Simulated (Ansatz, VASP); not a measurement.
C in VASP and in Ansatz

```
C
1.0
     4.38111    0.00000    0.00000
    -2.19056    3.79415    0.00000
     0.00000    0.00000    1.28229
C
1
Cartesian
  0.0000 0.0000 0.0000
```

Alike in both runs: task single point; functional PBE; k mesh 18 × 18 × 42; occupations gaussian, width 0.1 eV; no spin polarisation.

|  | VASP | Ansatz |
| --- | --- | --- |
| version | VASP 6.6.1 | Ansatz 0.2.0 |
| potentials or method | VASP PAW PBE potentials, release 64 (C), cutoff 600 eV | scalar-relativistic, plane waves, PAW |
| valence electrons in the cell | 4 | 4 |

Ansatz gave:

- gap on the k mesh at the Fermi level (eV): none
- pressure (GPa): 0.0
- traceless stress, the component that is largest in VASP (GPa): -0.06

Problem. Which values does VASP return?

Solution. gap on the k mesh at the Fermi level (eV): none; pressure (GPa): -0.2; traceless stress, the component that is largest in VASP (GPa): -0.28.

A gap of «none» marks a metal or a gap that the smearing closes.
